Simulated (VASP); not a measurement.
A run of VASP 6.6.1 is set up as follows.

The input INCAR:

```
  PREC = Accurate
  ENCUT = 520
  EDIFF = 1E-6
  ISMEAR = 0
  SIGMA = 0.15
  LREAL = F
  LASPH = T
  NELM = 100
  ALGO = Normal
  ISIF = 2
  LWAVE = F
  LCHARG = F
  GGA = PS
  NBANDS = 18
```

KPOINTS

```
regular mesh
0
Gamma
  18 18 18
```

The input POSCAR:

```
ZnCu
1.0
    3.1089398804      0.0000000000      0.0000000000
    0.0000000000      3.1089398804      0.0000000000
    0.0000000000      0.0000000000      2.6425988983
Zn Cu
1 1
Direct
    0.5000000000      0.5000000000      0.5000000000
    0.0000000000      0.0000000000      0.0000000000
```

Potentials or basis: VASP PAW PBE potentials, release 64 (Zn, Cu).

Command:

```console
$ cat potpaw_PBE.64/Zn/POTCAR potpaw_PBE.64/Cu/POTCAR > POTCAR
$ mpirun -np 1 vasp_std > vasp.out
```

(1) Estimate the pressure.

## Answers

(1) -3.3 GPa.

Caveat: the PAW data sets were made with another functional, which shifts forces and pressure a little.
